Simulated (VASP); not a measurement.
# Sr (Fm-3m) in VASP: notebook

Runs on Sr. Level: PBE. Tasks: single point.

Everything below comes from runs of VASP 6.6.1. Logs are shortened: lines on timing, memory, paths and dates and some standing lists are left out, and cuts for length are marked.

**1. The cell of the first run**

The structure is cubic, space group Fm-3m (No. 225). The conventional cell has a = 5.962 Å, b = 5.962 Å, c = 5.962 Å, α = 90.00°, β = 90.00°, γ = 90.00°. Sr (site symmetry m-3m) has 12 Sr at 4.22 Å within 5.5 Å.

**2. Single point, PBE (52.97 Å³/atom)**

INCAR reads:

```
SYSTEM = Sr
  PREC = Accurate
  ENCUT = 520
  EDIFF = 1E-7
  ISMEAR = -1
  SIGMA = 0.08
  LREAL = .False.
  LASPH = .True.
  NELM = 100
  ALGO = Normal
  ISIF = 2
  LWAVE = .False.
  LCHARG = .False.
  GGA = PE
  NBANDS = 11
```

KPOINTS reads:

```
regular mesh
0
Gamma
  10 10 10
  0 0 0
```

POSCAR reads:

```
Sr
1.0
    0.0000000000      2.9807721162      2.9807721162
    2.9807721162      0.0000000000      2.9807721162
    2.9807721162      2.9807721162      0.0000000000
Sr
1
Direct
    0.0000000000      0.0000000000      0.0000000000
```

Potentials or basis: VASP PAW PBE potentials, release 64 (Sr_sv).

On the command line:

```
$ cat potpaw_PBE.64/Sr_sv/POTCAR > POTCAR
$ mpirun -np 1 vasp_std > vasp.out
```

OUTCAR:

```text
SYSTEM = Sr
   PREC = Accurate
   ENCUT = 520
   EDIFF = 1E-7
   ISMEAR = -1
   LREAL = .False.
   LASPH = .True.
   NELM = 100
   ISIF = 2
   GGA = PE

 ion  position               nearest neighbor table
   1  0.000  0.000  0.000-

  LATTYP: Found a face centered cubic cell.
 ALAT       =     5.9615442324

  Lattice vectors:

 A1 = (   0.0000000000,   2.9807721162,   2.9807721162)
 A2 = (   2.9807721162,   0.0000000000,   2.9807721162)
 A3 = (   2.9807721162,   2.9807721162,   0.0000000000)

Analysis of symmetry for initial positions (statically):
=====================================================================
 Subroutine PRICEL returns:
 Original cell was already a primitive cell.

 Routine SETGRP: Setting up the symmetry group for a
 face centered cubic supercell.

 Subroutine GETGRP returns: Found 48 space group operations
 (whereof 48 operations were pure point group operations)
 out of a pool of 48 trial point group operations.

The static configuration has the point symmetry O_h .

Analysis of symmetry for dynamics (positions and initial velocities):
=====================================================================
 Subroutine PRICEL returns:
 Original cell was already a primitive cell.

 Routine SETGRP: Setting up the symmetry group for a
 face centered cubic supercell.

 Subroutine GETGRP returns: Found 48 space group operations
 (whereof 48 operations were pure point group operations)
 out of a pool of 48 trial point group operations.

The dynamic configuration has the point symmetry O_h .

 Subroutine INISYM returns: Found 48 space group operations
 (whereof 48 operations are pure point group operations),
 and found     1 'primitive' translations

----------------------------------------------------------------------------------------

                                     Primitive cell

  volume of cell :      52.9683

  direct lattice vectors                    reciprocal lattice vectors
     0.000000000  2.980772116  2.980772116    -0.167741773  0.167741773  0.167741773
     2.980772116  0.000000000  2.980772116     0.167741773 -0.167741773  0.167741773
     2.980772116  2.980772116  0.000000000     0.167741773  0.167741773 -0.167741773

  length of vectors
     4.215448353  4.215448353  4.215448353     0.290537274  0.290537274  0.290537274

  position of ions in fractional coordinates (direct lattice)
     0.000000000  0.000000000  0.000000000

  ion indices of the primitive-cell ions
   primitive index   ion index
                 1           1

----------------------------------------------------------------------------------------

 KPOINTS: regular mesh

Automatic generation of k-mesh.
 Grid dimensions read from file:
 generate k-points for:   10   10   10

 Generating k-lattice:

  Cartesian coordinates                     Fractional coordinates (reciprocal lattice)
    -0.016774177  0.016774177  0.016774177     0.100000000  0.000000000  0.000000000
     0.016774177 -0.016774177  0.016774177     0.000000000  0.100000000  0.000000000
     0.016774177  0.016774177 -0.016774177     0.000000000  0.000000000  0.100000000

  Length of vectors
     0.029053727  0.029053727  0.029053727

  Shift w.r.t. Gamma in fractional coordinates (k-lattice)
     0.000000000  0.000000000  0.000000000

 Subroutine IBZKPT returns following result:
 ===========================================

 Found     47 irreducible k-points:

 Following reciprocal coordinates:
            Coordinates               Weight
  0.000000  0.000000  0.000000      1.000000
  0.100000  0.000000  0.000000      8.000000
  0.200000  0.000000  0.000000      8.000000
  0.300000  0.000000  0.000000      8.000000
  0.400000  0.000000  0.000000      8.000000
  0.500000  0.000000  0.000000      4.000000
[... 16 lines left out ...]
  0.300000  0.300000  0.000000      6.000000
  0.400000  0.300000  0.000000     24.000000
 [... further k-points ...]
   k-points           NKPTS =     47   k-points in BZ     NKDIM =     47   number of bands    NBANDS=     11
   number of dos      NEDOS =    301   number of ions     NIONS =      1
   total plane-waves  NPLWV =  32768
   dimension x,y,z NGX =    32 NGY =   32 NGZ =   32
   dimension x,y,z NGXF=    64 NGYF=   64 NGZF=   64
   ions per type =               1
   NGX,Y,Z   is equivalent  to a cutoff of  12.62, 12.62, 12.62 a.u.
   NGXF,Y,Z  is equivalent  to a cutoff of  25.24, 25.24, 25.24 a.u.
 SYSTEM =  Sr
   PREC   = accura    normal or accurate (medium, high low for compatibility)
   ISTART =      0    job   : 0-new  1-cont  2-samecut
   ICHARG =      2    charge: 1-file 2-atom 10-const
   ISPIN  =      1    spin polarized calculation?
   LNONCOLLINEAR =      F non collinear calculations
   LSORBIT =      F    spin-orbit coupling
   LASPH  =      T    aspherical Exc in radial PAW
   ENCUT  =  520.0 eV  38.22 Ry    6.18 a.u.   7.84  7.84  7.84*2*pi/ulx,y,z
   NELM   =    100;   NELMIN=  2; NELMDL= -5     # of ELM steps
   EDIFF  = 0.1E-06   stopping-criterion for ELM
   LREAL  =      F    real-space projection
   EDIFFG = 0.1E-05   stopping-criterion for IOM
   NSW    =      0    number of steps for IOM
   IBRION =     -1    ionic relax: 0-MD 1-quasi-New 2-CG
   NFREE  =      0    steps in history (QN), initial steepest desc. (CG)
   ISIF   =      2    stress and relaxation
   ISYM   =      2    0-nonsym 1-usesym 2-fastsym
   POTIM  = 0.5000    time-step for ionic-motion
   TEBEG  =    0.0;   TEEND  =   0.0 temperature during run
   PSTRESS=    0.0 pullay stress
   NELECT =      10.0000    total number of electrons
   NUPDOWN=      -1.0000    fix difference up-down
   EMIN   =  10.00;   EMAX   =-10.00  energy-range for DOS
   EFERMI =   0.00;   METHOD = LEGACY
   ISMEAR =    -1;   SIGMA  =   0.08  broadening in eV -4-tet -1-fermi 0-gaus
   EFERMI_NEDOS =   21; number of points for ismear=-14 and -15
   IALGO  =     38    algorithm
   IMIX   =      4    mixing-type and parameters
     AMIX     =   0.40;   BMIX     =  1.00
     AMIX_MAG =   1.60;   BMIX_MAG =  1.00
  volume/ion in A,a.u.               =      52.97       357.45
  Fermi-wavevector in a.u.,A,eV,Ry     =   0.939152  1.774741 12.000436  0.882007
  Thomas-Fermi vector in A             =   2.066436
   LORBIT       =      0    0 simple, 1 ext, 2 COOP (PROOUT), +10 PAW based schemes
   GGA     = PE    functional components
   LHFCALC =     F    Hartree Fock is set to
   AEXX    =    0.0000 exact exchange contribution
   IVDW    =     0    specifies the selected vdW correction
   LEPSILON=     F    determine dielectric tensor
   LRPA    =     F    only Hartree local field effects (RPA)
 non-spin polarized calculation
  energy-cutoff  :      520.00
  volume of cell :       52.97
 maximum number of plane-waves:      1458
   NGX = 15   NGY = 15   NGZ = 15

 number of electron      10.0000000 magnetization

 Free energy of the ion-electron system (eV)
  ---------------------------------------------------
  ext. energy  EPLUGINS =         0.00000000
  ---------------------------------------------------
  free energy    TOTEN  =        -1.64908166 eV

  energy without entropy =       -1.62209378  energy(sigma->0) =       -1.63558772

 E-fermi :   1.7174     XC(G=0):  -7.4646

 val. band max:        1.7073077641   @ k =  -0.3000   0.4000   0.1000
 cond. band min:       1.7192751028   @ k =  -0.4000   0.3000   0.0000
 fundamental gap:      0.0119673387
 Fermi energy:         1.7174357200

 k-point     1 :       0.0000    0.0000    0.0000
  band No.  band energies     occupation
      1     -34.8320      2.00000
      2     -16.7129      2.00000
      3     -16.7129      2.00000
      4     -16.7129      2.00000
      5      -1.9883      2.00000
      6       4.0982      0.00000
      7       4.0982      0.00000
      8       4.0982      0.00000
      9       5.6254      0.00000
     10       5.6254      0.00000
     11       8.9343      0.00000

 k-point     2 :       0.1000    0.0000    0.0000
  band No.  band energies     occupation
      1     -34.8304      2.00000
      2     -16.7349      2.00000
      3     -16.7158      2.00000
      4     -16.7158      2.00000
      5      -1.8218      2.00000
      6       3.8449      0.00000
      7       4.1748      0.00000
      8       4.1748      0.00000
      9       5.5240      0.00000
     10       5.5240      0.00000
     11       9.3513      0.00000

 k-point     3 :       0.2000    0.0000    0.0000
  band No.  band energies     occupation
      1     -34.8262      2.00000
      2     -16.7918      2.00000
      3     -16.7235      2.00000
      4     -16.7235      2.00000
      5      -1.3471      2.00000
      6       3.2923      0.00000
      7       4.2802      0.00000
      8       4.2802      0.00000
      9       5.4534      0.00000
     10       5.4534      0.00000
     11       9.1071      0.00000

 k-point     4 :       0.3000    0.0000    0.0000
  band No.  band energies     occupation
      1     -34.8211      2.00000
      2     -16.8609      2.00000
      3     -16.7329      2.00000
      4     -16.7329      2.00000
      5      -0.6419      2.00000
      6       2.6955      0.00001
      7       4.1776      0.00000
      8       4.1776      0.00000
      9       5.7955      0.00000
     10       5.7955      0.00000
     11       8.2913      0.00000
[... 239 lines left out ...]
 k-point    22 :      -0.2000    0.2000    0.0000
  band No.  band energies     occupation
      1     -34.8193      2.00000
      2     -16.8500      2.00000
      3     -16.7752      2.00000
      4     -16.7319      2.00000
      5      -0.3848      2.00000
      6       2.7808      0.00000
      7       3.5279      0.00000
      8       4.6497      0.00000
      9       4.9716      0.00000
     10       6.5353      0.00000
     11       8.7956      0.00000

 k-point    23 :       0.3000    0.3000    0.0000
  band No.  band energies     occupation
      1     -34.8175      2.00000
      2     -16.8540      2.00000
      3     -16.7662      2.00000
      4     -16.7662      2.00000
      5      -0.2280      2.00000
      6       2.5488      0.00006
      7       3.4499      0.00000
      8       5.1383      0.00000
      9       5.1383      0.00000
     10       6.2873      0.00000
     11       9.9256      0.00000

 k-point    24 :       0.4000    0.3000    0.0000
  band No.  band energies     occupation
      1     -34.8142      2.00000
      2     -16.8834      2.00000
      3     -16.7823      2.00000
      4     -16.7753      2.00000
      5       0.3381      2.00000
      6       2.3247      0.00101
      7       3.0792      0.00000
      8       5.2857      0.00000
      9       5.6514      0.00000
     10       6.6175      0.00000
     11       8.3858      0.00000

 [... further k-points ...]
[... 5 lines left out ...]
  --------------------------------------------------------------------------------------
  -------------------------------------------------------------------------------------
  Total        0.1559304      0.1559304      0.1559304     -0.0000000      0.0000000      0.0000000
  in kB        4.7165560      4.7165560      4.7165560     -0.0000000      0.0000000      0.0000000
  external PRESSURE =       4.7165560 kB  Pullay stress =       0.0000000 kB

 VOLUME and BASIS-vectors are now :
 -----------------------------------------------------------------------------
  energy-cutoff  :      520.00
  volume of cell :       52.97
      direct lattice vectors                 reciprocal lattice vectors
     0.000000000  2.980772116  2.980772116    -0.167741773  0.167741773  0.167741773
     2.980772116  0.000000000  2.980772116     0.167741773 -0.167741773  0.167741773
     2.980772116  2.980772116  0.000000000     0.167741773  0.167741773 -0.167741773

 POSITION                                       TOTAL-FORCE (eV/Angst)
 -----------------------------------------------------------------------------------
      0.00000      0.00000      0.00000         0.000000      0.000000      0.000000
 -----------------------------------------------------------------------------------
    total drift:                                0.000000      0.000000      0.000000

  FREE ENERGIE OF THE ION-ELECTRON SYSTEM (eV)
  ---------------------------------------------------
  free  energy   TOTEN  =        -1.6490816643 eV

  energy  without entropy=       -1.6220937776  energy(sigma->0) =       -1.63558772
```

It took 36 s on 1 thread of Intel Xeon 8259CL, shared host; peak memory 0.18 GiB.

What came out:

* Free energy: -1.6491 eV
* Pressure: 0.5 GPa
* Band gap on the k mesh: zero (bands 5 and 6 overlap by 0.02 eV)

Levels at points of the mesh, in eV from the Fermi level:
```tsv
k point	band 1	band 2	band 3	band 4	band 5	band 6	band 7	band 8	band 9	band 10
(0.00, 0.00, 0.00)	-36.55	-18.43	-18.43	-18.43	-3.71	2.38	2.38	2.38	3.91	3.91
(0.50, 0.00, 0.00)	-36.53	-18.65	-18.46	-18.46	-1.14	0.11	2.21	2.21	4.99	4.99
(0.50, 0.50, 0.00)	-36.53	-18.64	-18.51	-18.51	-0.69	0.31	1.14	5.00	5.31	5.31
```

**3. Single point, PBE (54.63 Å³/atom)**

This run uses another cell than the first one, of 54.63 Å³/atom.

INCAR reads:

```
ALGO     = Normal         # electronic algorithm
EDIFF    = 1E-6           # SCF threshold, eV
ENCUT    = 520            # plane-wave cutoff, eV
GGA      = PE             # functional
ISIF     = 2              # what is computed and relaxed
ISMEAR   = -1             # smearing method
LASPH    = T              # aspherical terms in the spheres
LCHARG   = F              # write CHGCAR
LREAL    = F              # projectors in reciprocal space
LWAVE    = F              # write WAVECAR
NBANDS   = 11             # bands
NELM     = 60             # most SCF steps
PREC     = Accurate       # precision mode
SIGMA    = 0.08           # smearing width, eV
```

KPOINTS reads:

```
k-points
0
Gamma
  10 10 10
```

POSCAR reads:

```
Sr
1.0
    0.0000000000      3.0116170907      3.0116170907
    3.0116170907      0.0000000000      3.0116170907
    3.0116170907      3.0116170907      0.0000000000
Sr
1
Direct
    0.0000000000      0.0000000000      0.0000000000
```

Potentials or basis: VASP PAW PBE potentials, release 64 (Sr_sv).

On the command line:

```
$ cat potpaw_PBE.64/Sr_sv/POTCAR > POTCAR
$ mpirun -np 1 vasp_std > vasp.out
```

It took 26 s on 1 thread of Intel Xeon 8259CL, shared host; peak memory 0.18 GiB.

Results (log left out):

* Free energy: -1.6520 eV
* Pressure: 0.1 GPa
* Band gap on the k mesh: zero (bands 5 and 6 overlap by 0.04 eV)

Levels at points of the mesh, in eV from the Fermi level:
| k point | band 1 | band 2 | band 3 | band 4 | band 5 | band 6 | band 7 | band 8 | band 9 | band 10 |
| --- | --- | --- | --- | --- | --- | --- | --- | --- | --- | --- |
| (0.00, 0.00, 0.00) | -36.61 | -18.49 | -18.49 | -18.49 | -3.65 | 2.35 | 2.35 | 2.35 | 3.83 | 3.83 |
| (0.50, 0.00, 0.00) | -36.59 | -18.69 | -18.52 | -18.52 | -1.12 | 0.07 | 2.19 | 2.19 | 4.88 | 4.88 |
| (0.50, 0.50, 0.00) | -36.59 | -18.68 | -18.57 | -18.57 | -0.65 | 0.34 | 1.07 | 4.88 | 5.18 | 5.18 |
